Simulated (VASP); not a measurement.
Input of a VASP 6.6.1 run:

INCAR

```
SYSTEM = SnGeO2
PREC = Accurate ; ENCUT = 520
EDIFF = 1E-6 ; ISMEAR = 0
SIGMA = 0.02 ; LREAL = .FALSE.
LASPH = .TRUE. ; NELM = 60
ALGO = Normal ; ISIF = 2
LWAVE = .FALSE. ; LCHARG = .FALSE.
GGA = PE ; NBANDS = 28
```

The input KPOINTS:

```
regular mesh
0
G
  8 8 6
  0 0 0
```

The input POSCAR:

```
SnGeO2
1.0
    3.7338707731      0.0000000000      0.0000000000
    0.0000000000      3.7338707731      0.0000000000
    0.0000000000      0.0000000000      4.6992085266
Sn Ge O
1 1 2
Direct
    0.5000000000      0.5000000000      0.2465478921
    0.0000000000      0.0000000000      0.7780417807
    0.0000000000      0.5000000000      0.9877046636
    0.5000000000      0.0000000000      0.9877046636
```

Potentials or basis: VASP PAW PBE potentials, release 64 (Sn_d, Ge_d, O).

Launch:

```bash
$ cat potpaw_PBE.64/Sn_d/POTCAR potpaw_PBE.64/Ge_d/POTCAR potpaw_PBE.64/O/POTCAR > POTCAR
$ mpirun -np 1 vasp_std > vasp.out
```

(1) Predict the band gap on the k mesh.

(2) Predict the largest force.

(3) Estimate the pressure.

Answers

(1) 0.83 eV (least direct gap 2.04 eV).

(2) 0.080 eV/Å.

(3) 1.1 GPa.

Caveat: spin-orbit coupling is left out, which moves the levels of the heavy elements.
